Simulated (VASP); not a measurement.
A run of VASP 6.6.1 is set up as follows.

The input INCAR:

```
SYSTEM = LiH
PREC = Accurate
ENCUT = 520
EDIFF = 1E-6
ISMEAR = 0
SIGMA = 0.01
LREAL = .FALSE.
LASPH = .TRUE.
NELM = 80
ALGO = Normal
ISIF = 2
LWAVE = .FALSE.
LCHARG = .FALSE.
GGA = PE
NBANDS = 9
```

The input KPOINTS:

```
regular mesh
0
G
  6 6 6
  0 0 0
```

File POSCAR:

```
LiH
1.0
    2.5016587117      0.0000000000      0.0000000000
    0.0000000000      2.5016587117      0.0000000000
    0.0000000000      0.0000000000      2.5016587117
Li H
1 1
Direct
    0.0000000000      0.0000000000      0.0000000000
    0.5000000000      0.5000000000      0.5000000000
```

Potentials or basis: VASP PAW PBE potentials, release 64 (Li_sv, H).

Run with:

```sh
$ cat potpaw_PBE.64/Li_sv/POTCAR potpaw_PBE.64/H/POTCAR > POTCAR
$ mpirun -np 1 vasp_std > vasp.out
```

(1) Estimate the band gap on the k mesh.

Results:

(1) 0.72 eV, indirect (least direct gap 4.20 eV).
